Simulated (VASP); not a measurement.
A run of VASP 6.6.1:

The input POSCAR:

```
In
1.0
   -1.8825252400      1.8825252400      1.8825252400
    1.8825252400     -1.8825252400      1.8825252400
    1.8825252400      1.8825252400     -1.8825252400
In
1
Direct
    0.0000000000      0.0000000000      0.0000000000
```

INCAR.step1

```
  PREC = Accurate
  ENCUT = 520
  ISMEAR = -1
  SIGMA = 0.05
  LREAL = F
  LASPH = T
  NELM = 100
  NBANDS = 12
  GGA = PE
  ALGO = Normal
  EDIFF = 1E-4
  LWAVE = T
  LCHARG = F
```

INCAR.step2

```
  PREC = Accurate
  ENCUT = 520
  EDIFF = 1E-6
  ISMEAR = -1
  SIGMA = 0.05
  LREAL = F
  LASPH = T
  NELM = 100
  ALGO = Normal
  ISIF = 2
  LWAVE = F
  LCHARG = T
  METAGGA = R2SCAN
  LMIXTAU = T
  LELF = T
  LVHAR = T
  NBANDS = 12
  ISTART = 1
```

File KPOINTS:

```
Automatic mesh
0
Gamma
  10 10 10
```

Potentials or basis: VASP PAW PBE potentials, release 64 (In_d).

Launch:

```sh
$ cat potpaw_PBE.64/In_d/POTCAR > POTCAR
$ cp INCAR.step1 INCAR
$ mpirun -np 1 vasp_std > vasp.out
$ cp INCAR.step2 INCAR
$ mpirun -np 1 vasp_std > vasp.out
```

Hardware: 1 thread of Intel Xeon 8259CL, on a shared host.

Problem. How long does it take, and how much memory?

Solution. Wall time 63 s on 1 thread of Intel Xeon 8259CL (shared host), peak memory 0.15 GiB. Counts: k points 47.
